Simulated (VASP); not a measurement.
# WSe2 in VASP: further runs

WSe2 is run at these levels: PBE; tasks: single point.

Program: VASP 6.6.1. These are calculated values, not measurements. Logs are shortened: lines on timing, memory, paths and dates and some standing lists are left out, and cuts for length are marked.

### Step 1. The cell of the first run

The typed cell holds 6 atoms: a = 3.300 Å, b = 3.300 Å, c = 12.880 Å, α = 90.00°, β = 90.00°, γ = 120.00°.

### Step 2. Single point, PBE (uniaxial z strain -2.0%)

Contents of INCAR:

```
SYSTEM = WSe2
PREC = Accurate
ENCUT = 520
EDIFF = 1E-7
ISMEAR = -1
SIGMA = 0.02
LREAL = .False.
LASPH = .True.
NELM = 100
ALGO = Normal
ISIF = 2
LWAVE = .False.
LCHARG = .False.
GGA = PE
NBANDS = 35
```

Contents of KPOINTS:

```
Automatic mesh
0
Gamma
  12 12 2
  0 0 0
```

Contents of POSCAR:

```
WSe2
1.0
    3.2997376807      0.0000000000      0.0000000000
   -1.6498688403      2.8576566573      0.0000000000
    0.0000000000      0.0000000000     12.8801284406
W Se
2 4
Direct
    0.6666666667      0.3333333333      0.2500259670
    0.3333333333      0.6666666667      0.7499740330
    0.3333333333      0.6666666667      0.3790873480
    0.6666666667      0.3333333333      0.8790366953
    0.3333333333      0.6666666667      0.1209633047
    0.6666666667      0.3333333333      0.6209126520
```

Potentials or basis: VASP PAW PBE potentials, release 64 (W_sv, Se).

Started as:

```console
cat potpaw_PBE.64/W_sv/POTCAR potpaw_PBE.64/Se/POTCAR > POTCAR
mpirun -np 1 vasp_std > vasp.out
```

OUTCAR:

```text
SYSTEM = WSe2
   PREC = Accurate
   ENCUT = 520
   EDIFF = 1E-7
   ISMEAR = -1
   LREAL = .False.
   LASPH = .True.
   NELM = 100
   ISIF = 2
   GGA = PE

 ion  position               nearest neighbor table
   1  0.667  0.333  0.250-   3 2.53   3 2.53   3 2.53   5 2.53   5 2.53   5 2.53
   2  0.333  0.667  0.750-   6 2.53   6 2.53   6 2.53   4 2.53   4 2.53   4 2.53
   3  0.333  0.667  0.379-   1 2.53   1 2.53   1 2.53
   4  0.667  0.333  0.879-   2 2.53   2 2.53   2 2.53
   5  0.333  0.667  0.121-   1 2.53   1 2.53   1 2.53
   6  0.667  0.333  0.621-   2 2.53   2 2.53   2 2.53

  LATTYP: Found a hexagonal cell.
 ALAT       =     3.2997376807
 C/A-ratio  =     3.9033795068

  Lattice vectors:

 A1 = (   3.2997376807,   0.0000000000,   0.0000000000)
 A2 = (  -1.6498688403,   2.8576566573,   0.0000000000)
 A3 = (   0.0000000000,   0.0000000000,  12.8801284406)

Analysis of symmetry for initial positions (statically):
=====================================================================
 Subroutine PRICEL returns:
 Original cell was already a primitive cell.

 Routine SETGRP: Setting up the symmetry group for a
 hexagonal supercell.

 Subroutine GETGRP returns: Found 12 space group operations
 (whereof 12 operations were pure point group operations)
 out of a pool of 24 trial point group operations.

The static configuration has the point symmetry D_3d.

Analysis of symmetry for dynamics (positions and initial velocities):
=====================================================================
 Subroutine PRICEL returns:
 Original cell was already a primitive cell.

 Routine SETGRP: Setting up the symmetry group for a
 hexagonal supercell.

 Subroutine GETGRP returns: Found 12 space group operations
 (whereof 12 operations were pure point group operations)
 out of a pool of 24 trial point group operations.

The dynamic configuration has the point symmetry D_3d.

 Subroutine INISYM returns: Found 12 space group operations
 (whereof 12 operations are pure point group operations),
 and found     1 'primitive' translations

----------------------------------------------------------------------------------------

                                     Primitive cell

  volume of cell :     121.4534

  direct lattice vectors                    reciprocal lattice vectors
     3.299737681  0.000000000  0.000000000     0.303054393  0.174968535  0.000000000
    -1.649868840  2.857656657  0.000000000     0.000000000  0.349937071  0.000000000
     0.000000000  0.000000000 12.880128441     0.000000000  0.000000000  0.077638977

  length of vectors
     3.299737681  3.299737681 12.880128441     0.349937071  0.349937071  0.077638977

  position of ions in fractional coordinates (direct lattice)
     0.666666667  0.333333333  0.250025967
     0.333333333  0.666666667  0.749974033
     0.333333333  0.666666667  0.379087348
     0.666666667  0.333333333  0.879036695
     0.333333333  0.666666667  0.120963305
     0.666666667  0.333333333  0.620912652

  ion indices of the primitive-cell ions
   primitive index   ion index
                 1           1
                 2           2
                 3           3
                 4           4
                 5           5
                 6           6

----------------------------------------------------------------------------------------

 KPOINTS: Automatic mesh

Automatic generation of k-mesh.
 Grid dimensions read from file:
 generate k-points for:   12   12    2

 Generating k-lattice:

  Cartesian coordinates                     Fractional coordinates (reciprocal lattice)
     0.025254533  0.014580711  0.000000000     0.083333333 -0.000000000  0.000000000
     0.000000000  0.029161423  0.000000000     0.000000000  0.083333333  0.000000000
     0.000000000  0.000000000  0.038819489     0.000000000  0.000000000  0.500000000

  Length of vectors
     0.029161423  0.029161423  0.038819489

  Shift w.r.t. Gamma in fractional coordinates (k-lattice)
     0.000000000  0.000000000  0.000000000

 Subroutine IBZKPT returns following result:
 ===========================================

 Found     38 irreducible k-points:

 Following reciprocal coordinates:
            Coordinates               Weight
  0.000000  0.000000  0.000000      1.000000
  0.083333 -0.000000  0.000000      6.000000
  0.166667 -0.000000  0.000000      6.000000
  0.250000 -0.000000  0.000000      6.000000
  0.333333  0.000000  0.000000      6.000000
  0.416667 -0.000000  0.000000      6.000000
[... 16 lines left out ...]
  0.250000 -0.000000  0.500000      6.000000
  0.333333  0.000000  0.500000      6.000000
 [... further k-points ...]
   k-points           NKPTS =     38   k-points in BZ     NKDIM =     38   number of bands    NBANDS=     35
   number of dos      NEDOS =    301   number of ions     NIONS =      6
   total plane-waves  NPLWV =  75264
   dimension x,y,z NGX =    28 NGY =   28 NGZ =   96
   dimension x,y,z NGXF=    56 NGYF=   56 NGZF=  192
   ions per type =               2   4
   NGX,Y,Z   is equivalent  to a cutoff of  14.11, 14.11, 12.39 a.u.
   NGXF,Y,Z  is equivalent  to a cutoff of  28.21, 28.21, 24.78 a.u.
 SYSTEM =  WSe2
   PREC   = accura    normal or accurate (medium, high low for compatibility)
   ISTART =      0    job   : 0-new  1-cont  2-samecut
   ICHARG =      2    charge: 1-file 2-atom 10-const
   ISPIN  =      1    spin polarized calculation?
   LNONCOLLINEAR =      F non collinear calculations
   LSORBIT =      F    spin-orbit coupling
   LASPH  =      T    aspherical Exc in radial PAW
   ENCUT  =  520.0 eV  38.22 Ry    6.18 a.u.   6.14  6.14 23.95*2*pi/ulx,y,z
   NELM   =    100;   NELMIN=  2; NELMDL= -5     # of ELM steps
   EDIFF  = 0.1E-06   stopping-criterion for ELM
   LREAL  =      F    real-space projection
   EDIFFG = 0.1E-05   stopping-criterion for IOM
   NSW    =      0    number of steps for IOM
   IBRION =     -1    ionic relax: 0-MD 1-quasi-New 2-CG
   NFREE  =      0    steps in history (QN), initial steepest desc. (CG)
   ISIF   =      2    stress and relaxation
   ISYM   =      2    0-nonsym 1-usesym 2-fastsym
   POTIM  = 0.5000    time-step for ionic-motion
   TEBEG  =    0.0;   TEEND  =   0.0 temperature during run
   PSTRESS=    0.0 pullay stress
   NELECT =      52.0000    total number of electrons
   NUPDOWN=      -1.0000    fix difference up-down
   EMIN   =  10.00;   EMAX   =-10.00  energy-range for DOS
   EFERMI =   0.00;   METHOD = LEGACY
   ISMEAR =    -1;   SIGMA  =   0.02  broadening in eV -4-tet -1-fermi 0-gaus
   EFERMI_NEDOS =   21; number of points for ismear=-14 and -15
   IALGO  =     38    algorithm
   IMIX   =      4    mixing-type and parameters
     AMIX     =   0.40;   BMIX     =  1.00
     AMIX_MAG =   1.60;   BMIX_MAG =  1.00
  volume/ion in A,a.u.               =      20.24       136.60
  Fermi-wavevector in a.u.,A,eV,Ry     =   1.233879  2.331694 20.714305  1.522458
  Thomas-Fermi vector in A             =   2.368592
   LORBIT       =      0    0 simple, 1 ext, 2 COOP (PROOUT), +10 PAW based schemes
   GGA     = PE    functional components
   LHFCALC =     F    Hartree Fock is set to
   AEXX    =    0.0000 exact exchange contribution
   IVDW    =     0    specifies the selected vdW correction
   LEPSILON=     F    determine dielectric tensor
   LRPA    =     F    only Hartree local field effects (RPA)
 non-spin polarized calculation
  energy-cutoff  :      520.00
  volume of cell :      121.45
 maximum number of plane-waves:      3318
 NGX is ok and might be reduce to    28
   NGX = 13   NGY = 13   NGZ = 47

 number of electron      51.9999996 magnetization

 Free energy of the ion-electron system (eV)
  ---------------------------------------------------
  ext. energy  EPLUGINS =         0.00000000
  ---------------------------------------------------
  free energy    TOTEN  =       -43.11691977 eV

  energy without entropy =      -43.11691977  energy(sigma->0) =      -43.11691977

 E-fermi :   6.8450     XC(G=0): -10.7620

 val. band max:        6.3440166924   @ k =   0.0000   0.0000   0.0000
 cond. band min:       7.2869328010   @ k =   0.1667   0.1667   0.0000
 fundamental gap:      0.9429161086
 Fermi energy:         6.8450475571

 k-point     1 :       0.0000    0.0000    0.0000
  band No.  band energies     occupation
      1     -68.0523      2.00000
      2     -68.0523      2.00000
      3     -32.2939      2.00000
      4     -32.2939      2.00000
      5     -32.1812      2.00000
      6     -32.1812      2.00000
[... 27 lines left out ...]
     34       9.2306      0.00000
     35      10.7354      0.00000

 k-point     2 :       0.0833   -0.0000    0.0000
  band No.  band energies     occupation
      1     -68.0517      2.00000
      2     -68.0516      2.00000
      3     -32.2910      2.00000
      4     -32.2910      2.00000
      5     -32.1966      2.00000
      6     -32.1966      2.00000
[... 27 lines left out ...]
     34       9.1561      0.00000
     35      11.3575      0.00000

 k-point     3 :       0.1667   -0.0000    0.0000
  band No.  band energies     occupation
      1     -68.0498      2.00000
      2     -68.0498      2.00000
      3     -32.2829      2.00000
      4     -32.2829      2.00000
      5     -32.2385      2.00000
      6     -32.2385      2.00000
[... 27 lines left out ...]
     34       9.6222      0.00000
     35      12.3198      0.00000
[... 723 lines left out ...]
 k-point    23 :       0.2500   -0.0000    0.5000
  band No.  band energies     occupation
      1     -68.0474      2.00000
      2     -68.0474      2.00000
      3     -32.2951      2.00000
      4     -32.2951      2.00000
      5     -32.2719      2.00000
      6     -32.2719      2.00000
[... 27 lines left out ...]
     34       9.9489      0.00000
     35      12.6551      0.00000

 k-point    24 :       0.3333    0.0000    0.5000
  band No.  band energies     occupation
      1     -68.0449      2.00000
      2     -68.0449      2.00000
      3     -32.3511      2.00000
      4     -32.3511      2.00000
      5     -32.2608      2.00000
      6     -32.2608      2.00000
[... 27 lines left out ...]
     34      10.2304      0.00000
     35      11.8645      0.00000

 [... further k-points ...]

------------------------ aborting loop because EDIFF is reached ----------------------------------------

  FORCE on cell =-STRESS in cart. coord.  units (eV):
  Direction    XX          YY          ZZ          XY          YZ          ZX
  --------------------------------------------------------------------------------------
  -------------------------------------------------------------------------------------
  Total        2.5950666      2.5950666      4.5609921      0.0000000      0.0000000      0.0000000
  in kB       34.2333520     34.2333520     60.1672616      0.0000000      0.0000000      0.0000000
  external PRESSURE =      42.8779886 kB  Pullay stress =       0.0000000 kB

 VOLUME and BASIS-vectors are now :
 -----------------------------------------------------------------------------
  energy-cutoff  :      520.00
  volume of cell :      121.45
      direct lattice vectors                 reciprocal lattice vectors
     3.299737681  0.000000000  0.000000000     0.303054393  0.174968535  0.000000000
    -1.649868840  2.857656657  0.000000000     0.000000000  0.349937071  0.000000000
     0.000000000  0.000000000 12.880128441     0.000000000  0.000000000  0.077638977

 POSITION                                       TOTAL-FORCE (eV/Angst)
 -----------------------------------------------------------------------------------
      1.64987      0.95255      3.22037        -0.000000      0.000000     -0.000426
     -0.00000      1.90510      9.65976         0.000000     -0.000000      0.000426
     -0.00000      1.90510      4.88269         0.000000      0.000000      0.333702
      1.64987      0.95255     11.32211        -0.000000      0.000000      0.334012
     -0.00000      1.90510      1.55802         0.000000      0.000000     -0.334012
      1.64987      0.95255      7.99743        -0.000000     -0.000000     -0.333702
 -----------------------------------------------------------------------------------
    total drift:                               -0.000000      0.000000      0.000000

  FREE ENERGIE OF THE ION-ELECTRON SYSTEM (eV)
  ---------------------------------------------------
  free  energy   TOTEN  =       -43.1169197740 eV

  energy  without entropy=      -43.1169197740  energy(sigma->0) =      -43.11691977
```

Run time: 2.3 min. Hardware: 1 thread of Intel Xeon Platinum 8488C (Sapphire Rapids), shared host; peak memory 0.32 GiB.

What came out:

```yaml
Free_energy: -43.1169 eV
Pressure: 4.3 GPa
Largest_force: 0.334 eV/Å
Band_gap_on_the_k_mesh: 0.94 eV (least direct gap 1.47 eV)
```

Forces on the atoms (eV/Å):
```
W    0.000  0.000  0.000
W    0.000  0.000  0.000
Se   0.000  0.000  0.334
Se   0.000  0.000  0.334
Se   0.000  0.000 -0.334
Se   0.000  0.000 -0.334
```

Caveat: the cell differs from its parent crystal (uniaxial z strain -2.0%); the cell stands under pressure; spin-orbit coupling is left out, which moves the levels of the heavy elements; this functional lacks dispersion, which binds layers or chains, so the pressure and a relaxed spacing across them are unreliable.

### Step 3. Single point, PBE

This run uses another cell than the first one, of 20.67 Å³/atom.

Contents of INCAR:

```
ALGO = Normal
EDIFF = 1E-6
ENCUT = 520
GGA = PE
ISIF = 2
ISMEAR = -1
LASPH = T
LCHARG = T
LELF = T
LREAL = F
LVHAR = T
LWAVE = F
NBANDS = 35
NELM = 100
PREC = Accurate
SIGMA = 0.02
```

Contents of KPOINTS:

```
k-points
0
Gamma
  12 12 2
```

Contents of POSCAR:

```
WSe2
1.0
    3.2997376807      0.0000000000      0.0000000000
   -1.6498688403      2.8576566573      0.0000000000
    0.0000000000      0.0000000000     13.1496972339
W Se
2 4
Direct
    0.6666666667      0.3333333333      0.2500117670
    0.3333333333      0.6666666667      0.7499882330
    0.3333333333      0.6666666667      0.3766660282
    0.6666666667      0.3333333333      0.8766426526
    0.3333333333      0.6666666667      0.1233573474
    0.6666666667      0.3333333333      0.6233339718
```

Potentials or basis: VASP PAW PBE potentials, release 64 (W_sv, Se).

Started as:

```console
cat potpaw_PBE.64/W_sv/POTCAR potpaw_PBE.64/Se/POTCAR > POTCAR
mpirun -np 1 vasp_std > vasp.out
```

OUTCAR:

```text
EDIFF = 1E-6
   ENCUT = 520
   GGA = PE
   ISIF = 2
   ISMEAR = -1
   LASPH = T
   LREAL = F
   NELM = 100
   PREC = Accurate

 ion  position               nearest neighbor table
   1  0.667  0.333  0.250-   3 2.53   3 2.53   3 2.53   5 2.53   5 2.53   5 2.53
   2  0.333  0.667  0.750-   6 2.53   6 2.53   6 2.53   4 2.53   4 2.53   4 2.53
   3  0.333  0.667  0.377-   1 2.53   1 2.53   1 2.53
   4  0.667  0.333  0.877-   2 2.53   2 2.53   2 2.53
[... 1121 lines left out ...]
  -------------------------------------------------------------------------------------
  Total        2.3871057      2.3871057      3.7283569      0.0000000      0.0000000      0.0000000
  in kB       30.8444491     30.8444491     48.1751242      0.0000000      0.0000000      0.0000000
  external PRESSURE =      36.6213408 kB  Pullay stress =       0.0000000 kB

 VOLUME and BASIS-vectors are now :
 -----------------------------------------------------------------------------
  energy-cutoff  :      520.00
  volume of cell :      124.00
      direct lattice vectors                 reciprocal lattice vectors
     3.299737681  0.000000000  0.000000000     0.303054393  0.174968535  0.000000000
    -1.649868840  2.857656657  0.000000000     0.000000000  0.349937071  0.000000000
     0.000000000  0.000000000 13.149697234     0.000000000  0.000000000  0.076047378

 POSITION                                       TOTAL-FORCE (eV/Angst)
 -----------------------------------------------------------------------------------
      1.64987      0.95255      3.28758        -0.000000      0.000000     -0.000093
     -0.00000      1.90510      9.86212         0.000000     -0.000000      0.000093
     -0.00000      1.90510      4.95304        -0.000000     -0.000000      0.323725
      1.64987      0.95255     11.52759        -0.000000      0.000000      0.323867
     -0.00000      1.90510      1.62211         0.000000     -0.000000     -0.323867
      1.64987      0.95255      8.19665         0.000000      0.000000     -0.323725
 -----------------------------------------------------------------------------------
    total drift:                                0.000000     -0.000000      0.000000

  FREE ENERGIE OF THE ION-ELECTRON SYSTEM (eV)
  ---------------------------------------------------
  free  energy   TOTEN  =       -43.1616275161 eV

  energy  without entropy=      -43.1616275161  energy(sigma->0) =      -43.16162752
```

OSZICAR:

```text
N       E                     dE             d eps       ncg     rms          rms(c)
DAV:   1     0.502314148492E+03    0.50231E+03   -0.27785E+04  2956   0.144E+03
DAV:   2    -0.132073996074E+02   -0.51552E+03   -0.49769E+03  3093   0.388E+02
DAV:   3    -0.443551375315E+02   -0.31148E+02   -0.30627E+02  3258   0.903E+01
DAV:   4    -0.450730316607E+02   -0.71789E+00   -0.71322E+00  3193   0.138E+01
DAV:   5    -0.450828989514E+02   -0.98673E-02   -0.98541E-02  3248   0.175E+00    0.298E+01
DAV:   6    -0.435482512165E+02    0.15346E+01   -0.59796E+00  2931   0.161E+01    0.106E+01
DAV:   7    -0.433280687443E+02    0.22018E+00   -0.27028E+00  2836   0.796E+00    0.564E+00
DAV:   8    -0.431602466316E+02    0.16782E+00   -0.36308E-01  2946   0.418E+00    0.125E+00
DAV:   9    -0.431630938974E+02   -0.28473E-02   -0.56567E-02  3145   0.115E+00    0.885E-01
DAV:  10    -0.431616453698E+02    0.14485E-02   -0.12525E-02  2939   0.751E-01    0.133E-01
DAV:  11    -0.431616570658E+02   -0.11696E-04   -0.16261E-03  2914   0.258E-01    0.177E-01
DAV:  12    -0.431616183729E+02    0.38693E-04   -0.63370E-05  3004   0.508E-02    0.106E-01
DAV:  13    -0.431616261712E+02   -0.77982E-05   -0.66956E-05  2870   0.477E-02    0.974E-03
DAV:  14    -0.431616274162E+02   -0.12450E-05   -0.56612E-06  2903   0.120E-02    0.737E-03
DAV:  15    -0.431616275161E+02   -0.99915E-07   -0.60870E-07  1761   0.480E-03
   1 F= -.43161628E+02 E0= -.43161628E+02  d E =-.287301E-11
```

Run time: 2.4 min. Hardware: 1 thread of Intel Xeon Platinum 8488C (Sapphire Rapids), shared host; peak memory 0.33 GiB.

What came out:

```yaml
Free_energy: -43.1616 eV
Pressure: 3.7 GPa
Largest_force: 0.324 eV/Å
Band_gap_on_the_k_mesh: 1.04 eV (least direct gap 1.49 eV)
```

Forces on the atoms (eV/Å):
```
W    0.000  0.000  0.000
W    0.000  0.000  0.000
Se   0.000  0.000  0.324
Se   0.000  0.000  0.324
Se   0.000  0.000 -0.324
Se   0.000  0.000 -0.324
```

Caveat: the cell stands under pressure; spin-orbit coupling is left out, which moves the levels of the heavy elements. A k mesh can miss the band edges.
